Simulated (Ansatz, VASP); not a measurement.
Two plane-wave programs on AlGaN2

POSCAR

```
AlGaN2
1.0
    3.1408770487      0.0000000000      0.0000000000
    0.0000000000      3.1408770487      0.0000000000
    0.0000000000      0.0000000000      4.2911228018
Al Ga N
1 1 2
Direct
    0.5000000000      0.5000000000      0.5000000000
    0.0000000000      0.0000000000      0.0000000000
    0.5000000000      0.0000000000      0.7382648100
    0.0000000000      0.5000000000      0.2617351900
```

Contents of INCAR.step1:

```
SYSTEM = AlGaN2
PREC = Accurate
ENCUT = 520
ISMEAR = 0
SIGMA = 0.05
LREAL = .FALSE.
LASPH = .TRUE.
NELM = 60
NBANDS = 21
GGA = PE
ALGO = Normal
EDIFF = 1E-4
LWAVE = .TRUE.
LCHARG = .FALSE.
```

File INCAR.step2:

```
SYSTEM = AlGaN2
PREC = Accurate
ENCUT = 520
EDIFF = 1E-6
ISMEAR = 0
SIGMA = 0.05
LREAL = .FALSE.
LASPH = .TRUE.
NELM = 60
ALGO = Normal
ISIF = 2
LWAVE = .FALSE.
LCHARG = .TRUE.
METAGGA = R2SCAN
LMIXTAU = .TRUE.
LELF = .TRUE.
LVHAR = .TRUE.
NBANDS = 21
ISTART = 1
```

KPOINTS

```
Automatic mesh
0
G
  8 8 6
  0 0 0
```

Input for Ansatz:

```yaml
crystal:
  lattice:
    - [3.1408770487, 0.0, 0.0]
    - [0.0, 3.1408770487, 0.0]
    - [0.0, 0.0, 4.2911228018]
  atoms:
    - { symbol: Al, position: [0.5, 0.5, 0.5] }
    - { symbol: Ga, position: [0.0, 0.0, 0.0] }
    - { symbol: "N", position: [0.5, 0.0, 0.73826481] }
    - { symbol: "N", position: [0.0, 0.5, 0.26173519] }
basis:
  ecutwfc: 500
kpoints:
  mp_grid: { grid: [8, 8, 6] }
hamiltonian:
  xc: r2scan
scf:
  occupations: { method: gaussian, width: 0.05 }
output:
  forces: true
  stress: true
  eigenvalues: true
```

Change from the starting cell: strain +0.000 along x and y, -0.030 along z, atoms carried along.

Alike in both runs: task single point; functional r2SCAN; k mesh 8 × 8 × 6; occupations gaussian, width 0.05 eV; no spin polarisation.

|  | VASP | Ansatz |
| --- | --- | --- |
| version | VASP 6.6.1 | Ansatz 0.2.0 |
| potentials or method | VASP PAW PBE potentials, release 64 (Al, Ga_d, N), cutoff 520 eV | scalar-relativistic, plane waves, PAW |
| valence electrons in the cell | 26 | 26 |

|  | VASP | Ansatz | Ansatz less VASP |
| --- | --- | --- | --- |
| gap on the k mesh at the Fermi level (eV) | 3.63 | 3.62 | -0.008 |
| least direct gap on the mesh (eV) | 3.63 | 3.62 | -0.008 |
| pressure (GPa) | 6.4 | 6.1 | -0.40 |
| traceless stress, the component that is largest in VASP (GPa) | 2.50 | 2.47 | -0.029 |
| rms of the force components (eV/Å) | 0.024 | 0.013 | -0.0111 |

VASP's potentials were made for PBE, not for r2SCAN. Atom by atom the forces differ by 0.038 eV/Å (rms over components).
